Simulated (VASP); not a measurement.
# PbF2 (Fm-3m) in VASP: notebook

Runs on PbF2. Level: PBE. Tasks: electric field gradients.

Everything below comes from runs of VASP 6.6.1. Logs are shortened: lines on timing, memory, paths and dates and some standing lists are left out, and cuts for length are marked.

### Step 1. The cell of the first run

The structure is cubic, space group Fm-3m (No. 225). Conventional cell: a = 5.916 Å, b = 5.916 Å, c = 5.916 Å, α = 90.00°, β = 90.00°, γ = 90.00°. Within 3.4 Å of Pb (site symmetry m-3m) lie 8 F at 2.56 Å. Within 3.4 Å of F (site symmetry -43m) lie 4 Pb at 2.56 Å and 6 F at 2.96 Å.

### Step 2. Electric field gradients, PBE

INCAR

```
PREC     = Accurate       # precision mode
ENCUT    = 520            # plane-wave cutoff, eV
EDIFF    = 1E-8           # SCF threshold, eV
ISMEAR   = -1             # smearing method
SIGMA    = 0.03           # smearing width, eV
LREAL    = F              # projectors in reciprocal space
LASPH    = T              # aspherical terms in the spheres
NELM     = 80             # most SCF steps
ALGO     = Normal         # electronic algorithm
ISIF     = 2              # what is computed and relaxed
LWAVE    = F              # write WAVECAR
LCHARG   = F              # write CHGCAR
GGA      = PE             # functional
LEFG     = T            
NBANDS   = 21             # bands
```

KPOINTS

```
regular mesh
0
Gamma
  7 7 7
```

POSCAR

```
PbF2
1.0
    0.0000000000      2.9579484323      2.9579484323
    2.9579484323      0.0000000000      2.9579484323
    2.9579484323      2.9579484323      0.0000000000
Pb F
1 2
Direct
    0.0000000000      0.0000000000      0.0000000000
    0.7500000000      0.7500000000      0.7500000000
    0.2500000000      0.2500000000      0.2500000000
```

Potentials or basis: VASP PAW PBE potentials, release 64 (Pb_d, F).

On the command line:

```
> cat potpaw_PBE.64/Pb_d/POTCAR potpaw_PBE.64/F/POTCAR > POTCAR
> mpirun -np 1 vasp_std > vasp.out
```

OUTCAR:

```text
PREC = Accurate
   ENCUT = 520
   EDIFF = 1E-8
   ISMEAR = -1
   LREAL = F
   LASPH = T
   NELM = 80
   ISIF = 2
   GGA = PE

 ion  position               nearest neighbor table
   1  0.000  0.000  0.000-   2 2.56   3 2.56   2 2.56   2 2.56   3 2.56   2 2.56   3 2.56   3 2.56

   2  0.750  0.750  0.750-   1 2.56   1 2.56   1 2.56   1 2.56
   3  0.250  0.250  0.250-   1 2.56   1 2.56   1 2.56   1 2.56

  LATTYP: Found a face centered cubic cell.
 ALAT       =     5.9158968646

  Lattice vectors:

 A1 = (   0.0000000000,   2.9579484323,   2.9579484323)
 A2 = (   2.9579484323,   0.0000000000,   2.9579484323)
 A3 = (   2.9579484323,   2.9579484323,   0.0000000000)

Analysis of symmetry for initial positions (statically):
=====================================================================
 Subroutine PRICEL returns:
 Original cell was already a primitive cell.

 Routine SETGRP: Setting up the symmetry group for a
 face centered cubic supercell.

 Subroutine GETGRP returns: Found 48 space group operations
 (whereof 48 operations were pure point group operations)
 out of a pool of 48 trial point group operations.

The static configuration has the point symmetry O_h .

Analysis of symmetry for dynamics (positions and initial velocities):
=====================================================================
 Subroutine PRICEL returns:
 Original cell was already a primitive cell.

 Routine SETGRP: Setting up the symmetry group for a
 face centered cubic supercell.

 Subroutine GETGRP returns: Found 48 space group operations
 (whereof 48 operations were pure point group operations)
 out of a pool of 48 trial point group operations.

The dynamic configuration has the point symmetry O_h .

 Subroutine INISYM returns: Found 48 space group operations
 (whereof 48 operations are pure point group operations),
 and found     1 'primitive' translations

----------------------------------------------------------------------------------------

                                     Primitive cell

  volume of cell :      51.7609

  direct lattice vectors                    reciprocal lattice vectors
     0.000000000  2.957948432  2.957948432    -0.169036077  0.169036077  0.169036077
     2.957948432  0.000000000  2.957948432     0.169036077 -0.169036077  0.169036077
     2.957948432  2.957948432  0.000000000     0.169036077  0.169036077 -0.169036077

  length of vectors
     4.183170790  4.183170790  4.183170790     0.292779074  0.292779074  0.292779074

  position of ions in fractional coordinates (direct lattice)
     0.000000000  0.000000000  0.000000000
     0.750000000  0.750000000  0.750000000
     0.250000000  0.250000000  0.250000000

  ion indices of the primitive-cell ions
   primitive index   ion index
                 1           1
                 2           2
                 3           3

----------------------------------------------------------------------------------------

 KPOINTS: regular mesh

Automatic generation of k-mesh.
 Grid dimensions read from file:
 generate k-points for:    7    7    7

 Generating k-lattice:

  Cartesian coordinates                     Fractional coordinates (reciprocal lattice)
    -0.024148011  0.024148011  0.024148011     0.142857143  0.000000000  0.000000000
     0.024148011 -0.024148011  0.024148011     0.000000000  0.142857143  0.000000000
     0.024148011  0.024148011 -0.024148011     0.000000000  0.000000000  0.142857143

  Length of vectors
     0.041825582  0.041825582  0.041825582

  Shift w.r.t. Gamma in fractional coordinates (k-lattice)
     0.000000000  0.000000000  0.000000000

 Subroutine IBZKPT returns following result:
 ===========================================

 Found     20 irreducible k-points:

 Following reciprocal coordinates:
            Coordinates               Weight
  0.000000  0.000000  0.000000      1.000000
  0.142857  0.000000  0.000000      8.000000
  0.285714  0.000000  0.000000      8.000000
  0.428571  0.000000  0.000000      8.000000
  0.142857  0.142857  0.000000      6.000000
  0.285714  0.142857  0.000000     24.000000
[... 12 lines left out ...]
 -0.428571  0.428571  0.142857     24.000000
 -0.285714  0.428571  0.142857     24.000000
   k-points           NKPTS =     20   k-points in BZ     NKDIM =     20   number of bands    NBANDS=     21
   number of dos      NEDOS =    301   number of ions     NIONS =      3
   total plane-waves  NPLWV =  32768
   dimension x,y,z NGX =    32 NGY =   32 NGZ =   32
   dimension x,y,z NGXF=    64 NGYF=   64 NGZF=   64
   ions per type =               1   2
   NGX,Y,Z   is equivalent  to a cutoff of  12.72, 12.72, 12.72 a.u.
   NGXF,Y,Z  is equivalent  to a cutoff of  25.43, 25.43, 25.43 a.u.
 SYSTEM =  unknown system
   PREC   = accura    normal or accurate (medium, high low for compatibility)
   ISTART =      0    job   : 0-new  1-cont  2-samecut
   ICHARG =      2    charge: 1-file 2-atom 10-const
   ISPIN  =      1    spin polarized calculation?
   LNONCOLLINEAR =      F non collinear calculations
   LSORBIT =      F    spin-orbit coupling
   LASPH  =      T    aspherical Exc in radial PAW
   ENCUT  =  520.0 eV  38.22 Ry    6.18 a.u.   7.78  7.78  7.78*2*pi/ulx,y,z
   NELM   =     80;   NELMIN=  2; NELMDL= -5     # of ELM steps
   EDIFF  = 0.1E-07   stopping-criterion for ELM
   LREAL  =      F    real-space projection
   EDIFFG = 0.1E-06   stopping-criterion for IOM
   NSW    =      0    number of steps for IOM
   IBRION =     -1    ionic relax: 0-MD 1-quasi-New 2-CG
   NFREE  =      0    steps in history (QN), initial steepest desc. (CG)
   ISIF   =      2    stress and relaxation
   ISYM   =      2    0-nonsym 1-usesym 2-fastsym
   POTIM  = 0.5000    time-step for ionic-motion
   TEBEG  =    0.0;   TEEND  =   0.0 temperature during run
   PSTRESS=    0.0 pullay stress
   NELECT =      28.0000    total number of electrons
   NUPDOWN=      -1.0000    fix difference up-down
   EMIN   =  10.00;   EMAX   =-10.00  energy-range for DOS
   EFERMI =   0.00;   METHOD = LEGACY
   ISMEAR =    -1;   SIGMA  =   0.03  broadening in eV -4-tet -1-fermi 0-gaus
   EFERMI_NEDOS =   21; number of points for ismear=-14 and -15
   IALGO  =     38    algorithm
   IMIX   =      4    mixing-type and parameters
     AMIX     =   0.40;   BMIX     =  1.00
     AMIX_MAG =   1.60;   BMIX_MAG =  1.00
  volume/ion in A,a.u.               =      17.25       116.43
  Fermi-wavevector in a.u.,A,eV,Ry     =   1.333911  2.520727 24.209105  1.779319
  Thomas-Fermi vector in A             =   2.462733
   LORBIT       =      0    0 simple, 1 ext, 2 COOP (PROOUT), +10 PAW based schemes
   GGA     = PE    functional components
   LHFCALC =     F    Hartree Fock is set to
   AEXX    =    0.0000 exact exchange contribution
   IVDW    =     0    specifies the selected vdW correction
   LEPSILON=     F    determine dielectric tensor
   LRPA    =     F    only Hartree local field effects (RPA)
 non-spin polarized calculation
  energy-cutoff  :      520.00
  volume of cell :       51.76
 maximum number of plane-waves:      1411
   NGX = 15   NGY = 15   NGZ = 15

 number of electron      28.0000001 magnetization

 Free energy of the ion-electron system (eV)
  ---------------------------------------------------
  ext. energy  EPLUGINS =         0.00000000
  ---------------------------------------------------
  free energy    TOTEN  =       -14.32837415 eV

  energy without entropy =      -14.32837415  energy(sigma->0) =      -14.32837415

 E-fermi :   2.7178     XC(G=0):  -9.4352

 val. band max:        1.9506970593   @ k =  -0.2857   0.4286   0.1429
 cond. band min:       6.4090860159   @ k =   0.4286   0.4286   0.0000
 fundamental gap:      4.4583889566
 Fermi energy:         2.7177798503

 k-point     1 :       0.0000    0.0000    0.0000
  band No.  band energies     occupation
      1     -19.1847      2.00000
      2     -18.5535      2.00000
      3     -12.4833      2.00000
      4     -12.4833      2.00000
      5     -12.4833      2.00000
      6     -12.4242      2.00000
[... 13 lines left out ...]
     20      17.1224      0.00000
     21      19.5084      0.00000

 k-point     2 :       0.1429    0.0000    0.0000
  band No.  band energies     occupation
      1     -19.1446      2.00000
      2     -18.5898      2.00000
      3     -12.4753      2.00000
      4     -12.4753      2.00000
      5     -12.4412      2.00000
      6     -12.4238      2.00000
[... 13 lines left out ...]
     20      16.6084      0.00000
     21      18.7407      0.00000

 k-point     3 :       0.2857    0.0000    0.0000
  band No.  band energies     occupation
      1     -19.0447      2.00000
      2     -18.6787      2.00000
      3     -12.4657      2.00000
      4     -12.4657      2.00000
      5     -12.4145      2.00000
      6     -12.4145      2.00000
[... 13 lines left out ...]
     20      16.0097      0.00000
     21      17.3297      0.00000
[... 361 lines left out ...]
 k-point    19 :      -0.4286    0.4286    0.1429
  band No.  band energies     occupation
      1     -18.8926      2.00000
      2     -18.8017      2.00000
      3     -12.4516      2.00000
      4     -12.4099      2.00000
      5     -12.3986      2.00000
      6     -12.3702      2.00000
[... 13 lines left out ...]
     20      17.2445      0.00000
     21      18.8339      0.00000

 k-point    20 :      -0.2857    0.4286    0.1429
  band No.  band energies     occupation
      1     -18.8501      2.00000
      2     -18.8428      2.00000
      3     -12.4458      2.00000
      4     -12.4147      2.00000
      5     -12.4000      2.00000
      6     -12.3332      2.00000
[... 13 lines left out ...]
     20      18.0410      0.00000
     21      18.4971      0.00000

------------------------ aborting loop because EDIFF is reached ----------------------------------------

  FORCE on cell =-STRESS in cart. coord.  units (eV):
  Direction    XX          YY          ZZ          XY          YZ          ZX
  --------------------------------------------------------------------------------------
  -------------------------------------------------------------------------------------
  Total        0.9520025      0.9520025      0.9520025     -0.0000000     -0.0000000      0.0000000
  in kB       29.4677429     29.4677429     29.4677429     -0.0000000     -0.0000000      0.0000000
  external PRESSURE =      29.4677429 kB  Pullay stress =       0.0000000 kB

 VOLUME and BASIS-vectors are now :
 -----------------------------------------------------------------------------
  energy-cutoff  :      520.00
  volume of cell :       51.76
      direct lattice vectors                 reciprocal lattice vectors
     0.000000000  2.957948432  2.957948432    -0.169036077  0.169036077  0.169036077
     2.957948432  0.000000000  2.957948432     0.169036077 -0.169036077  0.169036077
     2.957948432  2.957948432  0.000000000     0.169036077  0.169036077 -0.169036077

 POSITION                                       TOTAL-FORCE (eV/Angst)
 -----------------------------------------------------------------------------------
      0.00000      0.00000      0.00000         0.000000      0.000000     -0.000000
      4.43692      4.43692      4.43692         0.000000      0.000000      0.000000
      1.47897      1.47897      1.47897        -0.000000     -0.000000     -0.000000
 -----------------------------------------------------------------------------------
    total drift:                                0.000000     -0.000000      0.000000

  FREE ENERGIE OF THE ION-ELECTRON SYSTEM (eV)
  ---------------------------------------------------
  free  energy   TOTEN  =       -14.3283741534 eV

  energy  without entropy=      -14.3283741534  energy(sigma->0) =      -14.32837415

 Electric field gradients (V/A^2)
---------------------------------------------------------------------
 ion       V_xx      V_yy      V_zz      V_xy      V_xz      V_yz
---------------------------------------------------------------------
   1      -0.000    -0.000    -0.000    -0.001    -0.001    -0.001
   2       0.000     0.000     0.000     0.001     0.001     0.001
   3       0.000     0.000     0.000     0.001     0.001     0.001
---------------------------------------------------------------------

 Electric field gradients after diagonalization (V/A^2)
 (convention: |V_zz| > |V_xx| > |V_yy|)
----------------------------------------------------------------------
 ion       V_xx      V_yy      V_zz     asymmetry (V_yy - V_xx)/ V_zz
----------------------------------------------------------------------
   1       0.001     0.001    -0.002       0.000
   2      -0.001    -0.001     0.003       0.000
   3      -0.001    -0.001     0.003       0.000
----------------------------------------------------------------------

           NMR quadrupolar parameters

 Cq : quadrupolar parameter    Cq=e*Q*V_zz/h
 eta: asymmetry parameters     (V_yy - V_xx)/ V_zz
 Q  : nuclear electric quadrupole moment in mb (millibarn)
----------------------------------------------------------------------
 ion       Cq(MHz)       eta       Q (mb)
----------------------------------------------------------------------
   1      -0.000       0.000       1.000
   2       0.000       0.000       1.000
   3       0.000       0.000       1.000
----------------------------------------------------------------------
```

Run time: 46 s. Hardware: 1 thread of Intel Xeon 8259CL, shared host; peak memory 0.18 GiB.

Results:

| Quantity | Value |
| --- | --- |
| Free energy | -14.3284 eV |
| Pressure | 2.9 GPa |
| Band gap on the k mesh | 4.46 eV (least direct gap 4.67 eV) |
| Largest electric field gradient by atom | zero within the noise of the run |

Caveat: spin-orbit coupling is left out, which moves the levels of the heavy elements; an odd mesh through Γ misses points on the zone boundary, where band edges can lie.

### Step 3. Electric field gradients, PBE

INCAR

```
SYSTEM = PbF2
PREC = Accurate ; ENCUT = 520
EDIFF = 1E-8 ; ISMEAR = -1
SIGMA = 0.03 ; LREAL = .False.
LASPH = .True. ; NELM = 80
ALGO = Normal ; ISIF = 2
LWAVE = .False. ; LCHARG = .False.
GGA = PE ; LEFG = .True.
NBANDS = 21
```

KPOINTS

```
Automatic mesh
0
Gamma
  7 7 7
  0 0 0
```

POSCAR is that of step 2.

Potentials or basis: VASP PAW PBE potentials, release 64 (Pb_d, F).

On the command line:

```
> cat potpaw_PBE.64/Pb_d/POTCAR potpaw_PBE.64/F/POTCAR > POTCAR
> mpirun -np 1 vasp_std > vasp.out
```

OUTCAR:

```text
SYSTEM = PbF2
   PREC = Accurate
   ENCUT = 520
   EDIFF = 1E-8
   ISMEAR = -1
   LREAL = .False.
   LASPH = .True.
   NELM = 80
   ISIF = 2
   GGA = PE

 ion  position               nearest neighbor table
   1  0.000  0.000  0.000-   2 2.56   3 2.56   2 2.56   2 2.56   3 2.56   2 2.56   3 2.56   3 2.56

   2  0.750  0.750  0.750-   1 2.56   1 2.56   1 2.56   1 2.56
   3  0.250  0.250  0.250-   1 2.56   1 2.56   1 2.56   1 2.56

  LATTYP: Found a face centered cubic cell.
 ALAT       =     5.9158968646

  Lattice vectors:

 A1 = (   0.0000000000,   2.9579484323,   2.9579484323)
 A2 = (   2.9579484323,   0.0000000000,   2.9579484323)
 A3 = (   2.9579484323,   2.9579484323,   0.0000000000)

Analysis of symmetry for initial positions (statically):
=====================================================================
 Subroutine PRICEL returns:
 Original cell was already a primitive cell.

[... 669 lines left out ...]
     2.957948432  2.957948432  0.000000000     0.169036077  0.169036077 -0.169036077

 POSITION                                       TOTAL-FORCE (eV/Angst)
 -----------------------------------------------------------------------------------
      0.00000      0.00000      0.00000         0.000000      0.000000     -0.000000
      4.43692      4.43692      4.43692         0.000000      0.000000      0.000000
      1.47897      1.47897      1.47897        -0.000000     -0.000000     -0.000000
 -----------------------------------------------------------------------------------
    total drift:                                0.000000     -0.000000      0.000000

  FREE ENERGIE OF THE ION-ELECTRON SYSTEM (eV)
  ---------------------------------------------------
  free  energy   TOTEN  =       -14.3283741534 eV

  energy  without entropy=      -14.3283741534  energy(sigma->0) =      -14.32837415

 Electric field gradients (V/A^2)
---------------------------------------------------------------------
 ion       V_xx      V_yy      V_zz      V_xy      V_xz      V_yz
---------------------------------------------------------------------
   1      -0.000    -0.000    -0.000    -0.001    -0.001    -0.001
   2       0.000     0.000     0.000     0.001     0.001     0.001
   3       0.000     0.000     0.000     0.001     0.001     0.001
---------------------------------------------------------------------

 Electric field gradients after diagonalization (V/A^2)
 (convention: |V_zz| > |V_xx| > |V_yy|)
----------------------------------------------------------------------
 ion       V_xx      V_yy      V_zz     asymmetry (V_yy - V_xx)/ V_zz
----------------------------------------------------------------------
   1       0.001     0.001    -0.002       0.000
   2      -0.001    -0.001     0.003       0.000
   3      -0.001    -0.001     0.003       0.000
----------------------------------------------------------------------

           NMR quadrupolar parameters

 Cq : quadrupolar parameter    Cq=e*Q*V_zz/h
 eta: asymmetry parameters     (V_yy - V_xx)/ V_zz
 Q  : nuclear electric quadrupole moment in mb (millibarn)
----------------------------------------------------------------------
 ion       Cq(MHz)       eta       Q (mb)
----------------------------------------------------------------------
   1      -0.000       0.000       1.000
   2       0.000       0.000       1.000
   3       0.000       0.000       1.000
----------------------------------------------------------------------
```

stdout:

```text
POSCAR found type information on POSCAR PbF
 POSCAR found :  2 types and       3 ions
 scaLAPACK will be used
 LDA part: xc-table for (Slater+PW92), standard interpolation
 POSCAR, INCAR and KPOINTS ok, starting setup
 FFT: planning ... GRIDC
 FFT: planning ... GRID_SOFT
 FFT: planning ... GRID
 WAVECAR not read
 entering main loop
ion   1

ion   2

ion   3
```

It took 31 s on 1 thread of Intel Xeon 8259CL, shared host; peak memory 0.18 GiB.

What came out:

- Free energy: -14.3284 eV
- Pressure: 2.9 GPa
- Band gap on the k mesh: 4.46 eV (least direct gap 4.67 eV)
- Largest electric field gradient by atom: zero within the noise of the run

Levels at points of the mesh, in eV from the valence-band top:
```tsv
k point	band 12	band 13	band 14	band 15	band 16	band 17
(0.00, 0.00, 0.00)	-2.00	-2.00	-2.00	6.79	6.79	6.79
```

Caveat: spin-orbit coupling is left out, which moves the levels of the heavy elements; an odd mesh through Γ misses points on the zone boundary, where band edges can lie.
